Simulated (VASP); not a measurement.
Mo:

```
Mo
1.0
    -1.55148    1.55148    1.55148
     1.55148   -1.55148    1.55148
     1.55148    1.55148   -1.55148
Mo
1
Direct
  0.00000 0.00000 0.00000
```

This cell differs from its parent crystal: volume scaled by 0.94.

Base run:

```yaml
Program: VASP 6.6.1
Functional: PBE
Potentials_or_basis: VASP PAW PBE potentials, release 64 (Mo_sv)
Cutoff: 520 eV
k_mesh: 12 × 12 × 12
Occupations: fermi-dirac, width 0.05 eV
Spin: no spin polarisation
```

Its results: band gap on the k mesh zero (band 7 reaches 17.58 eV, above the bottom of band 8 at 11.88 eV); pressure 16.8 GPa.

The run is repeated on the same cell with these changes: functional from PBE to PBEsol. What comes out?

Band gap on the k mesh zero (band 7 reaches 17.48 eV, above the bottom of band 8 at 11.75 eV); pressure 8.2 GPa.

PBEsol binds more tightly than PBE, so the same cell stands under less pressure.

Caveats: the PAW data sets were made with another functional, which shifts forces and pressure a little (some runs).
